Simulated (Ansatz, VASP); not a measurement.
**Pt: VASP beside Ansatz**

```xyz
1
Lattice="0.0000 1.8885 1.8885 1.8885 0.0000 1.8885 1.8885 1.8885 0.0000" Properties=species:S:1:pos:R:3 pbc="T T T"
Pt    0.0000    0.0000    0.0000
```

Alike in both runs: task relaxation of cell and atoms; functional PBE; k mesh 10 × 10 × 10; occupations gaussian, width 0.1 eV; no spin polarisation.

```csv
,VASP,Ansatz
version,VASP 6.6.1,Ansatz 0.2.0
potentials or method,"VASP PAW PBE potentials, release 64 (Pt), cutoff 600 eV","scalar-relativistic, plane waves, PAW"
valence electrons in the cell,10,18
```

VASP gave:

```
gap on the k mesh at the Fermi level, each at its own relaxed structure (eV) : none
relaxed volume (Å³/atom)                                                     : 15.62
relaxed cell length with the largest relative difference (Å)                 : 2.806
```

**Question.** Estimate Ansatz's values.

**Answer.** gap on the k mesh at the Fermi level, each at its own relaxed structure (eV): none; relaxed volume (Å³/atom): 15.65; relaxed cell length with the largest relative difference (Å): 2.808.

A gap of «none» marks a metal or a gap that the smearing closes. VASP's potentials hold 10 valence electrons a cell and Ansatz's 18, so a difference there can come from the potentials and not from the codes.

Neither program's run includes spin-orbit coupling. Noted on VASP's run: the volume moved by over 15 % at a fixed basis, so the end points are rough.
